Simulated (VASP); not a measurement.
TiN (Osbornite), 2 atoms in the cell. It takes space group Fm-3m (No. 225, cubic). The conventional cell has a = 4.247 Å, b = 4.247 Å, c = 4.247 Å, α = 90.00°, β = 90.00°, γ = 90.00°. Ti (site symmetry m-3m) has 6 N at 2.12 Å within 2.8 Å. N (site symmetry m-3m) has 6 Ti at 2.12 Å within 2.8 Å. 

* Program: VASP 6.6.1
* Task: single point
* Functional: PBE
* Potentials or basis: VASP PAW PBE potentials, release 64 (Ti_sv, N)
* Cutoff: 520 eV
* k mesh: 12 × 12 × 12
* Occupations: methfessel-paxton, width 0.05 eV
* Spin: no spin polarisation
* Dipole correction: no
* Further INCAR settings: ALGO = Normal; EDIFF = 1e-07; NBANDS = 16

Potentials or basis: VASP PAW PBE potentials, release 64 (Ti_sv, N).

Launch:

```bash
$ cat potpaw_PBE.64/Ti_sv/POTCAR potpaw_PBE.64/N/POTCAR > POTCAR
$ mpirun -np 1 vasp_std > vasp.out
```

Hardware: 1 thread of Intel(R) Xeon(R) 6975P-C (Granite Rapids), with other jobs on the host.

**Question.** Estimate the wall time of this run.

**Answer.** Wall time 9.3 s on 1 thread of Intel(R) Xeon(R) 6975P-C (Granite Rapids), on a shared host, peak memory 0.15 GiB. Counts: scf iterations 16, k points 72.
